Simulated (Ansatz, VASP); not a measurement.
## KF in VASP and in Ansatz

```
K F
1.0
     0.00000    2.67185    2.67185
     2.67185    0.00000    2.67185
     2.67185    2.67185    0.00000
K F
1 1
Direct
  0.00000 0.00000 0.00000
  0.50000 0.50000 0.50000
```

Alike in both runs: task single point; functional r2SCAN; k mesh 9 × 9 × 9; occupations fermi-dirac, width 0.05 eV; no spin polarisation.

|  | VASP | Ansatz |
| --- | --- | --- |
| version | VASP 6.6.1 | Ansatz 0.2.0 |
| potentials or method | VASP PAW PBE potentials, release 64 (K_sv, F) | Ansatz PAW |
| plane-wave cutoff (eV) | 520 | 500 |
| valence electrons in the cell | 16 | 16 |

|  | VASP | Ansatz | Ansatz less VASP |
| --- | --- | --- | --- |
| gap on the k mesh at the Fermi level (eV) | 6.83 | 6.83 | +0.001 |
| least direct gap on the mesh (eV) | 6.83 | 6.83 | +0.001 |
| pressure (GPa) | -0.5 | -0.5 | +0.05 |

VASP's potentials were made for PBE, not for r2SCAN.

Noted on Ansatz's run: odd divisions of the mesh miss points on the zone boundary, where band edges often lie, so the gap on the mesh can be too wide.
